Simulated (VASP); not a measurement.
# Be in VASP: notebook

Be is run at these levels: PBEsol; tasks: single point.

Everything below comes from runs of VASP 6.6.1. Logs are shortened: lines on timing, memory, paths and dates and some standing lists are left out, and cuts for length are marked.

### 1 The cell of the first run

It takes space group I4/mmm (No. 139, tetragonal). The conventional cell has a = 2.525 Å, b = 2.525 Å, c = 2.675 Å, α = 90.00°, β = 90.00°, γ = 90.00°. Be (site symmetry 4/mmm) has 14 Be at 2.23 to 2.68 Å within 2.9 Å.

### 2 Single point, PBEsol (strained)

Contents of INCAR:

```
PREC     = Accurate       # precision mode
ENCUT    = 520            # plane-wave cutoff, eV
EDIFF    = 1E-6           # SCF threshold, eV
ISMEAR   = 0              # smearing method
SIGMA    = 0.1            # smearing width, eV
LREAL    = False          # projectors in reciprocal space
LASPH    = True           # aspherical terms in the spheres
NELM     = 100            # most SCF steps
ALGO     = Normal         # electronic algorithm
ISIF     = 2              # what is computed and relaxed
LWAVE    = False          # write WAVECAR
LCHARG   = False          # write CHGCAR
GGA      = PS             # functional
NBANDS   = 7              # bands
```

Contents of KPOINTS:

```
regular mesh
0
Gamma
  20 20 20
```

Contents of POSCAR:

```
Be
1.0
   -1.2623188591      1.2623188591      1.3375061162
    1.2623188591     -1.2623188591      1.3375061162
    1.2623188591      1.2623188591     -1.3375061162
Be
1
Direct
    0.0000000000      0.0000000000      0.0000000000
```

Potentials or basis: VASP PAW PBE potentials, release 64 (Be).

Run with:

```
cat potpaw_PBE.64/Be/POTCAR > POTCAR
mpirun -np 1 vasp_std > vasp.out
```

OUTCAR:

```text
PREC = Accurate
   ENCUT = 520
   EDIFF = 1E-6
   ISMEAR = 0
   LREAL = False
   LASPH = True
   NELM = 100
   ISIF = 2
   GGA = PS

 ion  position               nearest neighbor table
   1  0.000  0.000  0.000-

  LATTYP: Found a body centered tetragonal cell.
 ALAT       =     2.5246377182
 C/A-ratio  =     1.0595628090

  Lattice vectors:

 A1 = (  -1.2623188591,   1.2623188591,   1.3375061162)
 A2 = (   1.2623188591,  -1.2623188591,   1.3375061162)
 A3 = (   1.2623188591,   1.2623188591,  -1.3375061162)

Analysis of symmetry for initial positions (statically):
=====================================================================
 Subroutine PRICEL returns:
 Original cell was already a primitive cell.

 Routine SETGRP: Setting up the symmetry group for a
 body centered tetragonal supercell.

 Subroutine GETGRP returns: Found 16 space group operations
 (whereof 16 operations were pure point group operations)
 out of a pool of 16 trial point group operations.

The static configuration has the point symmetry D_4h.

Analysis of symmetry for dynamics (positions and initial velocities):
=====================================================================
 Subroutine PRICEL returns:
 Original cell was already a primitive cell.

 Routine SETGRP: Setting up the symmetry group for a
 body centered tetragonal supercell.

 Subroutine GETGRP returns: Found 16 space group operations
 (whereof 16 operations were pure point group operations)
 out of a pool of 16 trial point group operations.

The dynamic configuration has the point symmetry D_4h.

 Subroutine INISYM returns: Found 16 space group operations
 (whereof 16 operations are pure point group operations),
 and found     1 'primitive' translations

----------------------------------------------------------------------------------------

                                     Primitive cell

  volume of cell :       8.5250

  direct lattice vectors                    reciprocal lattice vectors
    -1.262318859  1.262318859  1.337506116     0.000000000  0.396096435  0.373830066
     1.262318859 -1.262318859  1.337506116     0.396096435  0.000000000  0.373830066
     1.262318859  1.262318859 -1.337506116     0.396096435  0.396096435  0.000000000

  length of vectors
     2.230654705  2.230654705  2.230654705     0.544647872  0.544647872  0.560164950

  position of ions in fractional coordinates (direct lattice)
     0.000000000  0.000000000  0.000000000

  ion indices of the primitive-cell ions
   primitive index   ion index
                 1           1

----------------------------------------------------------------------------------------

 KPOINTS: regular mesh

Automatic generation of k-mesh.
 Grid dimensions read from file:
 generate k-points for:   20   20   20

 Generating k-lattice:

  Cartesian coordinates                     Fractional coordinates (reciprocal lattice)
     0.000000000  0.019804822  0.018691503     0.050000000 -0.000000000  0.000000000
     0.019804822  0.000000000  0.018691503    -0.000000000  0.050000000  0.000000000
     0.019804822  0.019804822  0.000000000     0.000000000  0.000000000  0.050000000

  Length of vectors
     0.027232394  0.027232394  0.028008248

  Shift w.r.t. Gamma in fractional coordinates (k-lattice)
     0.000000000  0.000000000  0.000000000

 Subroutine IBZKPT returns following result:
 ===========================================

 Found    641 irreducible k-points:

 Following reciprocal coordinates:
            Coordinates               Weight
  0.000000  0.000000  0.000000      1.000000
  0.050000  0.000000 -0.000000      8.000000
  0.100000 -0.000000  0.000000      8.000000
  0.150000  0.000000 -0.000000      8.000000
  0.200000 -0.000000  0.000000      8.000000
  0.250000  0.000000 -0.000000      8.000000
[... 16 lines left out ...]
 -0.400000  0.050000  0.000000     16.000000
 -0.350000  0.050000  0.000000     16.000000
 [... further k-points ...]
   k-points           NKPTS =    641   k-points in BZ     NKDIM =    641   number of bands    NBANDS=      7
   number of dos      NEDOS =    301   number of ions     NIONS =      1
   total plane-waves  NPLWV =   5832
   dimension x,y,z NGX =    18 NGY =   18 NGZ =   18
   dimension x,y,z NGXF=    36 NGYF=   36 NGZF=   36
   ions per type =               1
   NGX,Y,Z   is equivalent  to a cutoff of  13.42, 13.42, 13.42 a.u.
   NGXF,Y,Z  is equivalent  to a cutoff of  26.83, 26.83, 26.83 a.u.
 SYSTEM =  unknown system
   PREC   = accura    normal or accurate (medium, high low for compatibility)
   ISTART =      0    job   : 0-new  1-cont  2-samecut
   ICHARG =      2    charge: 1-file 2-atom 10-const
   ISPIN  =      1    spin polarized calculation?
   LNONCOLLINEAR =      F non collinear calculations
   LSORBIT =      F    spin-orbit coupling
   LASPH  =      T    aspherical Exc in radial PAW
   ENCUT  =  520.0 eV  38.22 Ry    6.18 a.u.   4.15  4.15  4.15*2*pi/ulx,y,z
   NELM   =    100;   NELMIN=  2; NELMDL= -5     # of ELM steps
   EDIFF  = 0.1E-05   stopping-criterion for ELM
   LREAL  =      F    real-space projection
   EDIFFG = 0.1E-04   stopping-criterion for IOM
   NSW    =      0    number of steps for IOM
   IBRION =     -1    ionic relax: 0-MD 1-quasi-New 2-CG
   NFREE  =      0    steps in history (QN), initial steepest desc. (CG)
   ISIF   =      2    stress and relaxation
   ISYM   =      2    0-nonsym 1-usesym 2-fastsym
   POTIM  = 0.5000    time-step for ionic-motion
   TEBEG  =    0.0;   TEEND  =   0.0 temperature during run
   PSTRESS=    0.0 pullay stress
   NELECT =       2.0000    total number of electrons
   NUPDOWN=      -1.0000    fix difference up-down
   EMIN   =  10.00;   EMAX   =-10.00  energy-range for DOS
   EFERMI =   0.00;   METHOD = LEGACY
   ISMEAR =     0;   SIGMA  =   0.10  broadening in eV -4-tet -1-fermi 0-gaus
   EFERMI_NEDOS =   21; number of points for ismear=-14 and -15
   IALGO  =     38    algorithm
   IMIX   =      4    mixing-type and parameters
     AMIX     =   0.40;   BMIX     =  1.00
     AMIX_MAG =   1.60;   BMIX_MAG =  1.00
  volume/ion in A,a.u.               =       8.52        57.53
  Fermi-wavevector in a.u.,A,eV,Ry     =   1.009687  1.908032 13.870708  1.019468
  Thomas-Fermi vector in A             =   2.142631
   LORBIT       =      0    0 simple, 1 ext, 2 COOP (PROOUT), +10 PAW based schemes
   GGA     = PS    functional components
   LHFCALC =     F    Hartree Fock is set to
   AEXX    =    0.0000 exact exchange contribution
   IVDW    =     0    specifies the selected vdW correction
   LEPSILON=     F    determine dielectric tensor
   LRPA    =     F    only Hartree local field effects (RPA)
 non-spin polarized calculation
 Gauss-broadening in eV      SIGMA  =   0.10
  energy-cutoff  :      520.00
  volume of cell :        8.52
 maximum number of plane-waves:       245
 NGX is ok and might be reduce to    18
   NGX =  9   NGY =  9   NGZ =  9

 number of electron       2.0000000 magnetization

 Free energy of the ion-electron system (eV)
  ---------------------------------------------------
  ext. energy  EPLUGINS =         0.00000000
  ---------------------------------------------------
  free energy    TOTEN  =        -3.87219526 eV

  energy without entropy =       -3.87128807  energy(sigma->0) =       -3.87174166

 E-fermi :   7.1806     XC(G=0): -10.3692

 val. band max:        7.1004722101   @ k =  -0.3000  -0.4000   0.0500
 cond. band min:       7.1836300030   @ k =   0.5000   0.0000  -0.0000
 fundamental gap:      0.0831577929
 Fermi energy:         7.1806481906

 k-point     1 :       0.0000    0.0000    0.0000
  band No.  band energies     occupation
      1      -4.5177      2.00000
      2      25.1220      0.00000
      3      25.4385      0.00000
      4      25.4385      0.00000
      5      35.6890      0.00000
      6      35.6890      0.00000
      7      37.8127      0.00000

 k-point     2 :       0.0500    0.0000   -0.0000
  band No.  band energies     occupation
      1      -4.4342      2.00000
      2      24.7719      0.00000
      3      25.1340      0.00000
      4      25.2497      0.00000
      5      34.8820      0.00000
      6      35.4765      0.00000
      7      37.0010      0.00000

 k-point     3 :       0.1000   -0.0000    0.0000
  band No.  band energies     occupation
      1      -4.1838      2.00000
      2      23.4360      0.00000
      3      24.3636      0.00000
      4      25.0001      0.00000
      5      33.3318      0.00000
      6      34.2489      0.00000
      7      37.1983      0.00000

 k-point     4 :       0.1500    0.0000   -0.0000
  band No.  band energies     occupation
      1      -3.7664      2.00000
      2      21.3545      0.00000
      3      23.3831      0.00000
      4      24.6621      0.00000
      5      32.3192      0.00000
      6      32.7425      0.00000
      7      36.5531      0.00000

 k-point     5 :       0.2000   -0.0000    0.0000
  band No.  band energies     occupation
      1      -3.1829      2.00000
      2      18.8990      0.00000
      3      22.3772      0.00000
      4      24.2384      0.00000
      5      31.3495      0.00000
      6      31.8123      0.00000
      7      36.3554      0.00000
[... 161 lines left out ...]
 k-point    22 :      -0.4500    0.0500    0.0000
  band No.  band energies     occupation
      1       1.2932      2.00000
      2       8.5934      0.00000
      3      19.1425      0.00000
      4      21.8085      0.00000
      5      28.4521      0.00000
      6      32.1092      0.00000
      7      39.0519      0.00000

 k-point    23 :      -0.4000    0.0500    0.0000
  band No.  band energies     occupation
      1       0.1688      2.00000
      2      10.4578      0.00000
      3      19.5413      0.00000
      4      22.0814      0.00000
      5      28.8078      0.00000
      6      31.8470      0.00000
      7      38.2003      0.00000

 k-point    24 :      -0.3500    0.0500    0.0000
  band No.  band energies     occupation
      1      -0.9299      2.00000
      2      12.6530      0.00000
      3      20.1141      0.00000
      4      22.4784      0.00000
      5      29.3395      0.00000
      6      31.6394      0.00000
      7      37.3517      0.00000

 [... further k-points ...]

------------------------ aborting loop because EDIFF is reached ----------------------------------------

  FORCE on cell =-STRESS in cart. coord.  units (eV):
  Direction    XX          YY          ZZ          XY          YZ          ZX
  --------------------------------------------------------------------------------------
  -------------------------------------------------------------------------------------
  Total       -0.4905747     -0.4905747     -0.5687803      0.0000000     -0.0000000      0.0000000
  in kB      -92.1980631    -92.1980631   -106.8959328      0.0000000     -0.0000000      0.0000000
  external PRESSURE =     -97.0973530 kB  Pullay stress =       0.0000000 kB

 VOLUME and BASIS-vectors are now :
 -----------------------------------------------------------------------------
  energy-cutoff  :      520.00
  volume of cell :        8.52
      direct lattice vectors                 reciprocal lattice vectors
    -1.262318859  1.262318859  1.337506116     0.000000000  0.396096435  0.373830066
     1.262318859 -1.262318859  1.337506116     0.396096435  0.000000000  0.373830066
     1.262318859  1.262318859 -1.337506116     0.396096435  0.396096435  0.000000000

 POSITION                                       TOTAL-FORCE (eV/Angst)
 -----------------------------------------------------------------------------------
      0.00000      0.00000      0.00000         0.000000      0.000000      0.000000
 -----------------------------------------------------------------------------------
    total drift:                               -0.000000     -0.000000      0.000000

  FREE ENERGIE OF THE ION-ELECTRON SYSTEM (eV)
  ---------------------------------------------------
  free  energy   TOTEN  =        -3.8721952593 eV

  energy  without entropy=       -3.8712880657  energy(sigma->0) =       -3.87174166
```

Wall time 11 s (1 thread of Intel Xeon 6975P-C (Granite Rapids), shared host); peak memory 0.14 GiB.

What came out:

- Free energy: -3.8722 eV
- Pressure: -9.7 GPa
- Band gap on the k mesh: zero (bands 1 and 2 overlap by 3.56 eV)

Stress tensor (GPa, compression positive):
```
 -9.22   0.00   0.00
  0.00  -9.22   0.00
  0.00   0.00 -10.69
```

Levels at points of the mesh, in eV from the Fermi level:
```csv
k point,band 1,band 2,band 3,band 4,band 5,band 6
"(0.00, 0.00, 0.00)",-11.70,17.94,18.26,18.26,28.51,28.51
"(0.50, 0.00, 0.00)",-4.99,0.00,11.98,15.16,20.18,25.08
"(0.50, 0.50, 0.00)",-4.57,0.71,10.77,13.45,18.23,23.91
"(0.50, 0.50, 0.50)",2.40,4.50,4.50,8.66,10.17,16.96
```

Caveat: the cell differs from its parent crystal (strained); the cell stands under tension; the PAW data sets were made with another functional, which shifts forces and pressure a little.

[end of part 1 of 2]
